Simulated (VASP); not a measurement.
A run of VASP 6.6.1 is set up as follows.

INCAR

```
SYSTEM = Be2Sn
PREC = Accurate ; ENCUT = 520
EDIFF = 1E-6 ; ISMEAR = -1
SIGMA = 0.02 ; LREAL = .False.
LASPH = .True. ; NELM = 100
ALGO = Normal ; ISIF = 2
LWAVE = .False. ; LCHARG = .False.
GGA = PS ; NBANDS = 16
```

KPOINTS

```
Automatic mesh
0
Gamma
  6 6 6
  0 0 0
```

Contents of POSCAR:

```
Be2Sn
1.0
    0.0000000000      2.9015655576      2.9015655576
    2.9015655576      0.0000000000      2.9015655576
    2.9015655576      2.9015655576      0.0000000000
Sn Be
1 2
Direct
    0.0000000000      0.0000000000      0.0000000000
    0.2500000000      0.2500000000      0.2500000000
    0.7500000000      0.7500000000      0.7500000000
```

Potentials or basis: VASP PAW PBE potentials, release 64 (Sn_d, Be).

Launch:

```bash
$ cat potpaw_PBE.64/Sn_d/POTCAR potpaw_PBE.64/Be/POTCAR > POTCAR
$ mpirun -np 1 vasp_std > vasp.out
```

(1) What does it give for the pressure?

(2) Estimate the band gap on the k mesh.

## Answers

(1) -1.7 GPa.

(2) zero (band 9 reaches 7.61 eV, above the bottom of band 10 at 6.37 eV).

Caveat: the PAW data sets were made with another functional, which shifts forces and pressure a little; spin-orbit coupling is left out, which moves the levels of the heavy elements.
